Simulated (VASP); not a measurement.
# CdF2 (Fm-3m) in VASP: settings compared, part 3 of 3

VASP 6.6.1.

### 4 Single point, RPBE+D4

This run uses another cell than the first one, of 13.77 Å³/atom.

INCAR reads:

```
PREC = Accurate ; ENCUT = 520
EDIFF = 1E-6 ; ISMEAR = -1
SIGMA = 0.05 ; LREAL = False
LASPH = True ; NELM = 60
ALGO = Normal ; ISIF = 2
LWAVE = False ; LCHARG = True
GGA = RP ; IVDW = 13
LELF = True ; LVHAR = True
NBANDS = 20
```

KPOINTS reads:

```
regular mesh
0
Gamma
  9 9 9
```

POSCAR reads:

```
CdF2
1.0
    0.0000000000      2.7436901677      2.7436901677
    2.7436901677      0.0000000000      2.7436901677
    2.7436901677      2.7436901677      0.0000000000
Cd F
1 2
Direct
    0.0000000000      0.0000000000      0.0000000000
    0.7500000000      0.7500000000      0.7500000000
    0.2500000000      0.2500000000      0.2500000000
```

Potentials or basis: VASP PAW PBE potentials, release 64 (Cd, F).

On the command line:

```sh
$ cat potpaw_PBE.64/Cd/POTCAR potpaw_PBE.64/F/POTCAR > POTCAR
$ mpirun -np 1 vasp_std > vasp.out
```

OUTCAR:

```text
PREC = Accurate
   ENCUT = 520
   EDIFF = 1E-6
   ISMEAR = -1
   LREAL = False
   LASPH = True
   NELM = 60
   ISIF = 2
   GGA = RP
   IVDW = 13

 ion  position               nearest neighbor table
   1  0.000  0.000  0.000-   2 2.38   2 2.38   2 2.38   3 2.38   3 2.38   3 2.38   3 2.38   2 2.38

   2  0.750  0.750  0.750-   1 2.38   1 2.38   1 2.38   1 2.38
   3  0.250  0.250  0.250-   1 2.38   1 2.38   1 2.38   1 2.38

  LATTYP: Found a face centered cubic cell.
 ALAT       =     5.4873803354

  Lattice vectors:

 A1 = (   0.0000000000,   2.7436901677,   2.7436901677)
 A2 = (   2.7436901677,   0.0000000000,   2.7436901677)
 A3 = (   2.7436901677,   2.7436901677,   0.0000000000)

Analysis of symmetry for initial positions (statically):
=====================================================================
 Subroutine PRICEL returns:
 Original cell was already a primitive cell.

 Routine SETGRP: Setting up the symmetry group for a
 face centered cubic supercell.

 Subroutine GETGRP returns: Found 48 space group operations
 (whereof 48 operations were pure point group operations)
 out of a pool of 48 trial point group operations.

The static configuration has the point symmetry O_h .

Analysis of symmetry for dynamics (positions and initial velocities):
=====================================================================
 Subroutine PRICEL returns:
 Original cell was already a primitive cell.

 Routine SETGRP: Setting up the symmetry group for a
 face centered cubic supercell.

 Subroutine GETGRP returns: Found 48 space group operations
 (whereof 48 operations were pure point group operations)
 out of a pool of 48 trial point group operations.

The dynamic configuration has the point symmetry O_h .

 Subroutine INISYM returns: Found 48 space group operations
 (whereof 48 operations are pure point group operations),
 and found     1 'primitive' translations

----------------------------------------------------------------------------------------

                                     Primitive cell

  volume of cell :      41.3081

  direct lattice vectors                    reciprocal lattice vectors
     0.000000000  2.743690168  2.743690168    -0.182236320  0.182236320  0.182236320
     2.743690168  0.000000000  2.743690168     0.182236320 -0.182236320  0.182236320
     2.743690168  2.743690168  0.000000000     0.182236320  0.182236320 -0.182236320

  length of vectors
     3.880163846  3.880163846  3.880163846     0.315642566  0.315642566  0.315642566

  position of ions in fractional coordinates (direct lattice)
     0.000000000  0.000000000  0.000000000
     0.750000000  0.750000000  0.750000000
     0.250000000  0.250000000  0.250000000

  ion indices of the primitive-cell ions
   primitive index   ion index
                 1           1
                 2           2
                 3           3

----------------------------------------------------------------------------------------

 KPOINTS: regular mesh

Automatic generation of k-mesh.
 Grid dimensions read from file:
 generate k-points for:    9    9    9

 Generating k-lattice:

  Cartesian coordinates                     Fractional coordinates (reciprocal lattice)
    -0.020248480  0.020248480  0.020248480     0.111111111  0.000000000  0.000000000
     0.020248480 -0.020248480  0.020248480     0.000000000  0.111111111  0.000000000
     0.020248480  0.020248480 -0.020248480     0.000000000  0.000000000  0.111111111

  Length of vectors
     0.035071396  0.035071396  0.035071396

  Shift w.r.t. Gamma in fractional coordinates (k-lattice)
     0.000000000  0.000000000  0.000000000

 Subroutine IBZKPT returns following result:
 ===========================================

 Found     35 irreducible k-points:

 Following reciprocal coordinates:
            Coordinates               Weight
  0.000000  0.000000  0.000000      1.000000
  0.111111  0.000000  0.000000      8.000000
  0.222222  0.000000  0.000000      8.000000
  0.333333  0.000000  0.000000      8.000000
  0.444444  0.000000  0.000000      8.000000
  0.111111  0.111111  0.000000      6.000000
[... 16 lines left out ...]
 -0.333333  0.333333  0.000000     12.000000
  0.444444  0.444444  0.000000      6.000000
 [... further k-points ...]
   k-points           NKPTS =     35   k-points in BZ     NKDIM =     35   number of bands    NBANDS=     20
   number of dos      NEDOS =    301   number of ions     NIONS =      3
   total plane-waves  NPLWV =  27000
   dimension x,y,z NGX =    30 NGY =   30 NGZ =   30
   dimension x,y,z NGXF=    60 NGYF=   60 NGZF=   60
   ions per type =               1   2
   NGX,Y,Z   is equivalent  to a cutoff of  12.85, 12.85, 12.85 a.u.
   NGXF,Y,Z  is equivalent  to a cutoff of  25.71, 25.71, 25.71 a.u.
 SYSTEM =  unknown system
   PREC   = accura    normal or accurate (medium, high low for compatibility)
   ISTART =      0    job   : 0-new  1-cont  2-samecut
   ICHARG =      2    charge: 1-file 2-atom 10-const
   ISPIN  =      1    spin polarized calculation?
   LNONCOLLINEAR =      F non collinear calculations
   LSORBIT =      F    spin-orbit coupling
   LASPH  =      T    aspherical Exc in radial PAW
   ENCUT  =  520.0 eV  38.22 Ry    6.18 a.u.   7.21  7.21  7.21*2*pi/ulx,y,z
   NELM   =     60;   NELMIN=  2; NELMDL= -5     # of ELM steps
   EDIFF  = 0.1E-05   stopping-criterion for ELM
   LREAL  =      F    real-space projection
   EDIFFG = 0.1E-04   stopping-criterion for IOM
   NSW    =      0    number of steps for IOM
   IBRION =     -1    ionic relax: 0-MD 1-quasi-New 2-CG
   NFREE  =      0    steps in history (QN), initial steepest desc. (CG)
   ISIF   =      2    stress and relaxation
   ISYM   =      2    0-nonsym 1-usesym 2-fastsym
   POTIM  = 0.5000    time-step for ionic-motion
   TEBEG  =    0.0;   TEEND  =   0.0 temperature during run
   PSTRESS=    0.0 pullay stress
   NELECT =      26.0000    total number of electrons
   NUPDOWN=      -1.0000    fix difference up-down
   EMIN   =  10.00;   EMAX   =-10.00  energy-range for DOS
   EFERMI =   0.00;   METHOD = LEGACY
   ISMEAR =    -1;   SIGMA  =   0.05  broadening in eV -4-tet -1-fermi 0-gaus
   EFERMI_NEDOS =   21; number of points for ismear=-14 and -15
   IALGO  =     38    algorithm
   IMIX   =      4    mixing-type and parameters
     AMIX     =   0.40;   BMIX     =  1.00
     AMIX_MAG =   1.60;   BMIX_MAG =  1.00
  volume/ion in A,a.u.               =      13.77        92.92
  Fermi-wavevector in a.u.,A,eV,Ry     =   1.402989  2.651264 26.781404  1.968378
  Thomas-Fermi vector in A             =   2.525696
   LORBIT       =      0    0 simple, 1 ext, 2 COOP (PROOUT), +10 PAW based schemes
   GGA     = RP    functional components
   LHFCALC =     F    Hartree Fock is set to
   AEXX    =    0.0000 exact exchange contribution
   IVDW    =    13    specifies the selected vdW correction
   LEPSILON=     F    determine dielectric tensor
   LRPA    =     F    only Hartree local field effects (RPA)
 non-spin polarized calculation
  energy-cutoff  :      520.00
  volume of cell :       41.31
 maximum number of plane-waves:      1139
 NGX is ok and might be reduce to    30
   NGX = 15   NGY = 15   NGZ = 15

 number of electron      25.9999997 magnetization

 Free energy of the ion-electron system (eV)
  ---------------------------------------------------
  ext. energy  EPLUGINS =         0.00000000
  ---------------------------------------------------
  free energy    TOTEN  =       -10.00493772 eV

  energy without entropy =      -10.00493772  energy(sigma->0) =      -10.00493772

 E-fermi :  -0.3131     XC(G=0):  -9.7343

 val. band max:       -1.5358093762   @ k =  -0.3333   0.4444   0.2222
 cond. band min:       1.5641272840   @ k =   0.0000   0.0000   0.0000
 fundamental gap:      3.0999366602
 Fermi energy:        -0.3131217037

 k-point     1 :       0.0000    0.0000    0.0000
  band No.  band energies     occupation
      1     -22.1230      2.00000
      2     -21.1835      2.00000
      3      -6.9972      2.00000
      4      -6.9972      2.00000
      5      -6.9972      2.00000
      6      -6.0487      2.00000
[... 12 lines left out ...]
     19      18.2029      0.00000
[... 513 lines left out ...]
      4      -6.2681      2.00000
      5      -6.2681      2.00000
      6      -5.9569      2.00000
[... 12 lines left out ...]
     19      17.6727      0.00000
     20      19.7600      0.00000

 [... further k-points ...]

------------------------ aborting loop because EDIFF is reached ----------------------------------------

  DFT-D4 for vdW energy calculation

  Edisp (eV):   -1.10351

  FORCE on cell =-STRESS in cart. coord.  units (eV):
  Direction    XX          YY          ZZ          XY          YZ          ZX
  --------------------------------------------------------------------------------------
  -------------------------------------------------------------------------------------
  Total       0.13389     0.13389     0.13389     0.00000    -0.00000     0.00000
  in kB       5.19314     5.19314     5.19314     0.00000    -0.00000     0.00000
  external pressure =        5.19 kB  Pullay stress =        0.00 kB

 VOLUME and BASIS-vectors are now :
 -----------------------------------------------------------------------------
  energy-cutoff  :      520.00
  volume of cell :       41.31
      direct lattice vectors                 reciprocal lattice vectors
     0.000000000  2.743690168  2.743690168    -0.182236320  0.182236320  0.182236320
     2.743690168  0.000000000  2.743690168     0.182236320 -0.182236320  0.182236320
     2.743690168  2.743690168  0.000000000     0.182236320  0.182236320 -0.182236320

 POSITION                                       TOTAL-FORCE (eV/Angst)
 -----------------------------------------------------------------------------------
      0.00000      0.00000      0.00000         0.000000     -0.000000      0.000000
      4.11554      4.11554      4.11554         0.000000      0.000000     -0.000000
      1.37185      1.37185      1.37185        -0.000000     -0.000000      0.000000
 -----------------------------------------------------------------------------------
    total drift:                                0.000000     -0.000000      0.000000

  FREE ENERGIE OF THE ION-ELECTRON SYSTEM (eV)
  ---------------------------------------------------
  free  energy   TOTEN  =       -11.1084471127 eV

  energy  without entropy=      -11.1084471127  energy(sigma->0) =      -11.10844711
```

stdout:

```text
POSCAR found type information on POSCAR CdF
 POSCAR found :  2 types and       3 ions
 scaLAPACK will be used
 -----------------------------------------------------------------------------
|                                                                             |
|                                                                             |
|     You enforced a specific xc type in the INCAR file but a different       |
|     I HOPE YOU KNOW WHAT YOU ARE DOING!                                     |
|                                                                             |
 -----------------------------------------------------------------------------

 LDA part: xc-table for (Slater+PW92), standard interpolation
 POSCAR, INCAR and KPOINTS ok, starting setup
 FFT: planning ... GRIDC
 FFT: planning ... GRID_SOFT
 FFT: planning ... GRID
 WAVECAR not read
 entering main loop
```

It took 21 s on 1 thread of Intel Xeon 6975P-C (Granite Rapids), shared host; peak memory 0.18 GiB.

Results:

```yaml
Free_energy: -11.1084 eV
Pressure: 0.5 GPa
Band_gap_on_the_k_mesh: 3.10 eV (least direct gap 3.64 eV)
Dispersion_energy_per_atom: -0.368 eV
```

Caveat: the PAW data sets were made with another functional, which shifts forces and pressure a little; an odd mesh through Γ misses points on the zone boundary, where band edges can lie.

### 5 Overview

```tsv
level	cell	smearing	gap on the mesh (eV)	pressure (GPa)
PBE	a = 3.810 Å, angles 60.0°, 3 atoms	gaussian 0.03 eV	3.10	6.2
BLYP+D3(BJ)	a = 3.858 Å, angles 60.0°, 3 atoms	fermi-dirac 0.05 eV	3.03	0.7
RPBE+D4	a = 3.880 Å, angles 60.0°, 3 atoms	fermi-dirac 0.05 eV	3.10	0.5
```

Alike in all rows: task single point; potentials or basis VASP PAW PBE potentials, release 64 (Cd, F); no spin polarisation; k mesh 9 × 9 × 9; cutoff (eV) 520.

Caveats: an odd mesh through Γ misses points on the zone boundary, where band edges can lie; the PAW data sets were made with another functional, which shifts forces and pressure a little (at least some runs); the cell stands under pressure (at least some runs).

Absolute energies hang on the potentials; compare differences alone.
